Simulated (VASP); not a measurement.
Wanted: the native input for a VASP 6.6.1 run.

```yaml
Task: single point
Functional: PBEsol
Potentials_or_basis: VASP PAW PBE potentials, release 64 (Ga_d, P)
Cutoff: 520 eV
k_mesh: 6 × 6 × 6
Occupations: gaussian, width 0.01 eV
Spin: no spin polarisation
Dipole_correction: no
Further_INCAR_settings: ALGO = Normal; EDIFF = 1e-06; NBANDS = 26
```

The structure of GaP lies in POSCAR:

```
GaP
1.0
    1.9430200000      1.1218000000      6.4308100000
   -1.9430200000      1.1218000000      6.4308100000
    0.0000000000     -2.2436000000      6.4308100000
Ga P
2 2
Direct
    0.4353700000      0.4353700000      0.4353700000
    0.5646300000      0.5646300000      0.5646300000
    0.0573900000      0.0573900000      0.0573900000
    0.9426100000      0.9426100000      0.9426100000
```

These files were run (other wordings do the same):

INCAR

```
SYSTEM = GaP
ALGO = Normal ; EDIFF = 1E-6
ENCUT = 520 ; GGA = PS
ISIF = 2 ; ISMEAR = 0
LASPH = .True. ; LCHARG = .False.
LREAL = .False. ; LWAVE = .False.
NBANDS = 26 ; NELM = 60
PREC = Accurate ; SIGMA = 0.01
```

KPOINTS

```
k-points
0
Gamma
  6 6 6
  0 0 0
```

Potentials or basis: VASP PAW PBE potentials, release 64 (Ga_d, P).

Command:

```console
$ cat potpaw_PBE.64/Ga_d/POTCAR potpaw_PBE.64/P/POTCAR > POTCAR
$ mpirun -np 1 vasp_std > vasp.out
```

It gave:

```yaml
Pressure: -2.8 GPa
Largest_force: 0.089 eV/Å
Band_gap_on_the_k_mesh: 0.74 eV (least direct gap 1.02 eV)
```

Caveat: the PAW data sets were made with another functional, which shifts forces and pressure a little.

Run time: 2.3 min on 1 thread of AMD EPYC 7R13 Processor (Zen 3) (shared host), peak memory 0.37 GiB.
